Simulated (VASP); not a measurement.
# ZrB (Fmmm) in VASP: notebook

The runs below take ZrB through single point, with LDA.

Everything below comes from runs of VASP 6.6.1. Logs are shortened: lines on timing, memory, paths and dates and some standing lists are left out, and cuts for length are marked.

## 1. The cell of the first run

Symmetry: Fmmm, No. 69, orthorhombic system. Conventional cell: a = 4.831 Å, b = 5.008 Å, c = 5.169 Å, α = 90.00°, β = 90.00°, γ = 90.00°. Zr (site symmetry mmm) has 6 B at 2.42 to 2.58 Å within 3.2 Å. B (site symmetry mmm) has 6 Zr at 2.42 to 2.58 Å within 3.2 Å.

## 2. Single point, LDA (normal strain along x +0.0700, normal strain along z +0.0367)

The input, INCAR:

```
SYSTEM = ZrB
  PREC = Accurate
  ENCUT = 520
  EDIFF = 1E-6
  ISMEAR = 0
  SIGMA = 0.15
  LREAL = .FALSE.
  LASPH = .TRUE.
  NELM = 80
  ALGO = Normal
  ISIF = 2
  LWAVE = .FALSE.
  LCHARG = .TRUE.
  LELF = .TRUE.
  LVHAR = .TRUE.
  NBANDS = 14
```

The input, KPOINTS:

```
Automatic mesh
0
G
  16 16 16
  0 0 0
```

The input, POSCAR:

```
ZrB
1.0
    0.0000000000      2.4153850465      2.5040296777
    2.5844619998      0.0000000000      2.5040296777
    2.5844619998      2.4153850465      0.0000000000
Zr B
1 1
Direct
    0.0000000000      0.0000000000      0.0000000000
    0.5000000000      0.5000000000      0.5000000000
```

Potentials or basis: VASP PAW LDA potentials, release 64 (Zr_sv, B).

Started as:

```
cat potpaw_LDA.64/Zr_sv/POTCAR potpaw_LDA.64/B/POTCAR > POTCAR
mpirun -np 1 vasp_std > vasp.out
```

OUTCAR:

```text
SYSTEM = ZrB
   PREC = Accurate
   ENCUT = 520
   EDIFF = 1E-6
   ISMEAR = 0
   LREAL = .FALSE.
   LASPH = .TRUE.
   NELM = 80
   ISIF = 2

 ion  position               nearest neighbor table
   1  0.000  0.000  0.000-   2 2.42   2 2.42   2 2.50   2 2.50   2 2.58   2 2.58
   2  0.500  0.500  0.500-   1 2.42   1 2.42   1 2.50   1 2.50   1 2.58   1 2.58

  LATTYP: Found a face centered orthorhombic cell.
 ALAT       =     4.8307700930
 B/A-ratio  =     1.0367000000
 C/A-ratio  =     1.0700000000

  Lattice vectors:

 A1 = (  -2.5844619998,   0.0000000000,  -2.5040296777)
 A2 = (  -2.5844619998,   2.4153850465,   0.0000000000)
 A3 = (   0.0000000000,   2.4153850465,  -2.5040296777)

Analysis of symmetry for initial positions (statically):
=====================================================================
 Subroutine PRICEL returns:
 Original cell was already a primitive cell.

 Routine SETGRP: Setting up the symmetry group for a
 face centered orthorhombic supercell.

 Subroutine GETGRP returns: Found  8 space group operations
 (whereof  8 operations were pure point group operations)
 out of a pool of  8 trial point group operations.

The static configuration has the point symmetry D_2h.

Analysis of symmetry for dynamics (positions and initial velocities):
=====================================================================
 Subroutine PRICEL returns:
 Original cell was already a primitive cell.

 Routine SETGRP: Setting up the symmetry group for a
 face centered orthorhombic supercell.

 Subroutine GETGRP returns: Found  8 space group operations
 (whereof  8 operations were pure point group operations)
 out of a pool of  8 trial point group operations.

The dynamic configuration has the point symmetry D_2h.

 Subroutine INISYM returns: Found  8 space group operations
 (whereof  8 operations are pure point group operations),
 and found     1 'primitive' translations

----------------------------------------------------------------------------------------

                                     Primitive cell

  volume of cell :      31.2627

  direct lattice vectors                    reciprocal lattice vectors
     0.000000000  2.415385046  2.504029678    -0.193463862  0.207006332  0.199678145
     2.584462000  0.000000000  2.504029678     0.193463862 -0.207006332  0.199678145
     2.584462000  2.415385046  0.000000000     0.193463862  0.207006332 -0.199678145

  length of vectors
     3.479116202  3.598556440  3.537446643     0.346628402  0.346628402  0.346628402

  position of ions in fractional coordinates (direct lattice)
     0.000000000  0.000000000  0.000000000
[... 86 lines left out ...]
   POTIM  = 0.5000    time-step for ionic-motion
   TEBEG  =    0.0;   TEEND  =   0.0 temperature during run
   PSTRESS=    0.0 pullay stress
   NELECT =      15.0000    total number of electrons
   NUPDOWN=      -1.0000    fix difference up-down
   EMIN   =  10.00;   EMAX   =-10.00  energy-range for DOS
   EFERMI =   0.00;   METHOD = LEGACY
   ISMEAR =     0;   SIGMA  =   0.15  broadening in eV -4-tet -1-fermi 0-gaus
   EFERMI_NEDOS =   21; number of points for ismear=-14 and -15
   IALGO  =     38    algorithm
   IMIX   =      4    mixing-type and parameters
     AMIX     =   0.40;   BMIX     =  1.00
     AMIX_MAG =   1.60;   BMIX_MAG =  1.00
  volume/ion in A,a.u.               =      15.63       105.49
  Fermi-wavevector in a.u.,A,eV,Ry     =   1.281632  2.421933 22.348656  1.642580
  Thomas-Fermi vector in A             =   2.413990
   LORBIT       =      0    0 simple, 1 ext, 2 COOP (PROOUT), +10 PAW based schemes
   GGA     = CA    functional components
   LHFCALC =     F    Hartree Fock is set to
   AEXX    =    0.0000 exact exchange contribution
   IVDW    =     0    specifies the selected vdW correction
   LEPSILON=     F    determine dielectric tensor
   LRPA    =     F    only Hartree local field effects (RPA)
 non-spin polarized calculation
 Gauss-broadening in eV      SIGMA  =   0.15
  energy-cutoff  :      520.00
  volume of cell :       31.26
 maximum number of plane-waves:       863
 NGX is ok and might be reduce to    28
   NGX = 13   NGY = 13   NGZ = 13

 number of electron      15.0000000 magnetization

 Free energy of the ion-electron system (eV)
  ---------------------------------------------------
  ext. energy  EPLUGINS =         0.00000000
  ---------------------------------------------------
  free energy    TOTEN  =       -17.32712417 eV

  energy without entropy =      -17.31317427  energy(sigma->0) =      -17.32014922

 E-fermi :   6.7820     XC(G=0): -11.3865

 val. band max:        6.7801307344   @ k =  -0.2500   0.0000   0.0625
 cond. band min:       6.7844491415   @ k =   0.4375  -0.1875   0.3125
 fundamental gap:      0.0043184071
 Fermi energy:         6.7819656070

 k-point     1 :       0.0000    0.0000    0.0000
  band No.  band energies     occupation
      1     -40.6624      2.00000
      2     -18.6735      2.00000
      3     -18.6492      2.00000
      4     -18.6466      2.00000
      5      -1.0060      2.00000
      6       8.1304      0.00000
      7       8.4106      0.00000
      8       8.7140      0.00000
      9       9.4190      0.00000
     10       9.9120      0.00000
     11       9.9583      0.00000
     12      10.0662      0.00000
     13      10.2211      0.00000
     14      17.2288      0.00000
[... 377 lines left out ...]
      1     -40.6579      2.00000
      2     -18.7054      2.00000
      3     -18.6616      2.00000
      4     -18.6578      2.00000
      5      -0.7889      2.00000
      6       7.7974      0.00000
      7       7.8826      0.00000
      8       8.3123      0.00000
      9       8.6452      0.00000
     10       9.3220      0.00000
     11      10.4915      0.00000
     12      10.9731      0.00000
     13      11.8367      0.00000
     14      17.5700      0.00000

 [... further k-points ...]
[... 5 lines left out ...]
  --------------------------------------------------------------------------------------
  -------------------------------------------------------------------------------------
  Total       -4.1323025     -1.1391880     -2.8668269      0.0000000      0.0000000      0.0000000
  in kB     -211.7759801    -58.3821384   -146.9217389      0.0000000      0.0000000      0.0000000
  external PRESSURE =    -139.0266191 kB  Pullay stress =       0.0000000 kB

 VOLUME and BASIS-vectors are now :
 -----------------------------------------------------------------------------
  energy-cutoff  :      520.00
  volume of cell :       31.26
      direct lattice vectors                 reciprocal lattice vectors
     0.000000000  2.415385046  2.504029678    -0.193463862  0.207006332  0.199678145
     2.584462000  0.000000000  2.504029678     0.193463862 -0.207006332  0.199678145
     2.584462000  2.415385046  0.000000000     0.193463862  0.207006332 -0.199678145

 POSITION                                       TOTAL-FORCE (eV/Angst)
 -----------------------------------------------------------------------------------
      0.00000      0.00000      0.00000         0.000000      0.000000     -0.000000
      2.58446      2.41539      2.50403         0.000000      0.000000      0.000000
 -----------------------------------------------------------------------------------
    total drift:                               -0.000000      0.000000      0.000000

  FREE ENERGIE OF THE ION-ELECTRON SYSTEM (eV)
  ---------------------------------------------------
  free  energy   TOTEN  =       -17.3271241669 eV

  energy  without entropy=      -17.3131742695  energy(sigma->0) =      -17.32014922
```

Run time: 4.5 min. Hardware: 1 thread of Intel Xeon Platinum 8488C (Sapphire Rapids), shared host; peak memory 0.38 GiB.

What came out:

| Property | Result |
| --- | --- |
| Free energy | -17.3271 eV |
| Pressure | -13.9 GPa |
| Band gap on the k mesh | zero (an odd number of electrons rules out a gap without spin polarisation) |

Stress tensor (GPa, compression positive):
```
-21.18   0.00   0.00
  0.00  -5.84   0.00
  0.00   0.00 -14.69
```

Caveat: the cell differs from its parent crystal (normal strain along x +0.0700, normal strain along z +0.0367); the cell stands under tension.

## 3. Single point, LDA (normal strain along x +0.0467, normal strain along z +0.0733)

The input, INCAR:

```
  PREC = Accurate
  ENCUT = 520
  EDIFF = 1E-7
  ISMEAR = 0
  SIGMA = 0.15
  LREAL = False
  LASPH = True
  NELM = 60
  ALGO = Normal
  ISIF = 2
  LWAVE = False
  LCHARG = False
  GGA = CA
  NBANDS = 14
```

The input, KPOINTS:

```
Automatic mesh
0
Gamma
  16 16 16
```

The input, POSCAR:

```
ZrB
1.0
    0.0000000000      2.4153850465      2.5924327704
    2.5281835282      0.0000000000      2.5924327704
    2.5281835282      2.4153850465      0.0000000000
Zr B
1 1
Direct
    0.0000000000      0.0000000000      0.0000000000
    0.5000000000      0.5000000000      0.5000000000
```

Potentials or basis: VASP PAW LDA potentials, release 64 (Zr_sv, B).

Started as:

```
cat potpaw_LDA.64/Zr_sv/POTCAR potpaw_LDA.64/B/POTCAR > POTCAR
mpirun -np 1 vasp_std > vasp.out
```

Run time: 5.5 min. Hardware: 1 thread of Intel Xeon Platinum 8488C (Sapphire Rapids), shared host; peak memory 0.38 GiB.

It converged, with:

* Free energy: -17.2841 eV
* Pressure: -15.3 GPa
* Band gap on the k mesh: zero (an odd number of electrons rules out a gap without spin polarisation)

Stress tensor (GPa, compression positive):
```
-17.22   0.00   0.00
  0.00  -6.57   0.00
  0.00   0.00 -22.01
```

Levels at points of the mesh, in eV from the Fermi level:
| k point | band 4 | band 5 | band 6 | band 7 | band 8 | band 9 | band 10 | band 11 | band 12 | band 13 |
| --- | --- | --- | --- | --- | --- | --- | --- | --- | --- | --- |
| (0.00, 0.00, 0.00) | -25.48 | -7.76 | 1.35 | 1.57 | 1.95 | 2.60 | 3.07 | 3.16 | 3.24 | 3.42 |
| (0.50, 0.00, 0.00) | -25.51 | -4.15 | -3.62 | -1.15 | -1.03 | 4.20 | 4.56 | 5.56 | 7.19 | 9.90 |
| (0.50, 0.50, 0.00) | -25.60 | -5.88 | -1.13 | -0.63 | 2.04 | 2.15 | 4.10 | 5.00 | 5.29 | 7.39 |
| (0.50, 0.00, 0.50) | -25.67 | -5.77 | -0.71 | -0.48 | 1.65 | 1.67 | 4.21 | 5.05 | 5.28 | 8.21 |
| (0.00, 0.50, 0.50) | -25.62 | -5.84 | -0.92 | -0.64 | 1.89 | 2.02 | 4.06 | 4.89 | 5.42 | 7.68 |

Caveat: the cell differs from its parent crystal (normal strain along x +0.0467, normal strain along z +0.0733); the cell stands under tension.

(Part 1 of 2 ends here.)
